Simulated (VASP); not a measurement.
Write the native input for VASP 6.6.1 that does the following.

```yaml
Task: single point
Functional: LDA
Potentials_or_basis: VASP PAW LDA potentials, release 64 (Na_pv, I)
Cutoff: 520 eV
k_mesh: 8 × 8 × 8
Occupations: fermi-dirac, width 0.02 eV
Spin: no spin polarisation
Dipole_correction: no
Further_INCAR_settings: ALGO = Normal; EDIFF = 1e-07; NBANDS = 14
```

The structure of NaI lies in POSCAR:

```
NaI
1.0
    0.0000000000      3.2998749385      3.2998749385
    3.2998749385      0.0000000000      3.2998749385
    3.2998749385      3.2998749385      0.0000000000
Na I
1 1
Direct
    0.0000000000      0.0000000000      0.0000000000
    0.5000000000      0.5000000000      0.5000000000
```

This cell differs from its parent crystal: volume scaled by 1.06.

The input as run:

INCAR

```
SYSTEM = NaI
ALGO = Normal
EDIFF = 1E-7
ENCUT = 520
GGA = CA
ISIF = 2
ISMEAR = -1
LASPH = .True.
LCHARG = .True.
LELF = .True.
LREAL = .False.
LVHAR = .True.
LWAVE = .False.
NBANDS = 14
NELM = 80
PREC = Accurate
SIGMA = 0.02
```

KPOINTS

```
k-points
0
Gamma
  8 8 8
  0 0 0
```

Potentials or basis: VASP PAW LDA potentials, release 64 (Na_pv, I).

Launch:

```sh
$ cat potpaw_LDA.64/Na_pv/POTCAR potpaw_LDA.64/I/POTCAR > POTCAR
$ mpirun -np 1 vasp_std > vasp.out
```

Results of the run:

- Pressure: -2.2 GPa
- Band gap on the k mesh: 3.20 eV, direct

Caveat: spin-orbit coupling is left out, which moves the levels of the heavy elements.

It took 23 s on 1 thread of Intel(R) Xeon(R) Platinum 8488C (Sapphire Rapids), with other jobs on the host, peak memory 0.18 GiB.
